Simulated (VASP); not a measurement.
Set up this calculation in VASP 6.6.1, as the native input.

```
Task                   : single point
Functional             : PBE
Potentials or basis    : VASP PAW PBE potentials, release 64 (B, As_d)
Cutoff                 : 560 eV
k mesh                 : 16 × 16 × 16
Occupations            : fermi-dirac, width 0.02 eV
Spin                   : no spin polarisation
Dipole correction      : no
Further INCAR settings : ALGO = Normal; EDIFF = 1e-06; NBANDS = 16
```

The structure of BAs lies in POSCAR:

```
BAs
1.0
    0.0000000000      2.3397414207      2.3397414207
    2.3397414207      0.0000000000      2.3397414207
    2.3397414207      2.3397414207      0.0000000000
B As
1 1
Direct
    0.0000000000      0.0000000000      0.0000000000
    0.2500000000      0.2500000000      0.2500000000
```

One way to write it, as run:

INCAR

```
SYSTEM = BAs
  PREC = Accurate
  ENCUT = 560
  EDIFF = 1E-6
  ISMEAR = -1
  SIGMA = 0.02
  LREAL = .FALSE.
  LASPH = .TRUE.
  NELM = 120
  ALGO = Normal
  ISIF = 2
  LWAVE = .FALSE.
  LCHARG = .FALSE.
  GGA = PE
  NBANDS = 16
  GGA_COMPAT = .FALSE.
```

KPOINTS

```
Automatic mesh
0
G
  16 16 16
  0 0 0
```

Potentials or basis: VASP PAW PBE potentials, release 64 (B, As_d).

Launch:

```bash
$ cat potpaw_PBE.64/B/POTCAR potpaw_PBE.64/As_d/POTCAR > POTCAR
$ mpirun -np 1 vasp_std > vasp.out
```

Results of the run:

```
Pressure               : 12.5 GPa
Band gap on the k mesh : 1.14 eV (least direct gap 3.36 eV)
```

Caveat: the cell stands under pressure.

Wall time 27 s on 1 thread of Intel(R) Xeon(R) 6975P-C (Granite Rapids), with other jobs on the host, peak memory 0.2 GiB.
